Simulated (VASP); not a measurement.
Input of a VASP 6.6.1 run:

File INCAR:

```
PREC = Accurate
ENCUT = 520
EDIFF = 1E-6
ISMEAR = -1
SIGMA = 0.05
LREAL = False
LASPH = True
NELM = 60
ALGO = Normal
ISIF = 2
LWAVE = False
LCHARG = False
GGA = PS
NBANDS = 26
```

The input KPOINTS:

```
Automatic mesh
0
Gamma
  7 7 4
```

POSCAR

```
CdSe
1.0
    4.3843351364      0.0000000000      0.0000000000
   -2.1921675682      3.7969456069      0.0000000000
    0.0000000000      0.0000000000      7.1576820134
Cd Se
2 2
Direct
    0.6666666667      0.3333333333      0.5000000000
    0.3333333333      0.6666666667      0.0000000000
    0.6666666667      0.3333333333      0.8850000000
    0.3333333333      0.6666666667      0.3850000000
```

Potentials or basis: VASP PAW PBE potentials, release 64 (Cd, Se).

Command:

```console
$ cat potpaw_PBE.64/Cd/POTCAR potpaw_PBE.64/Se/POTCAR > POTCAR
$ mpirun -np 1 vasp_std > vasp.out
```

Q: Estimate the pressure.

A: -2.2 GPa.

Q: Predict the band gap on the k mesh.

A: 0.46 eV, direct.

Q: Estimate the largest force.

A: 0.218 eV/Å.

Forces in eV/Å, atoms in the order of the input:
```
Cd   0.000  0.000  0.218
Cd   0.000  0.000  0.218
Se   0.000  0.000 -0.218
Se   0.000  0.000 -0.218
```

Caveat: the PAW data sets were made with another functional, which shifts forces and pressure a little.
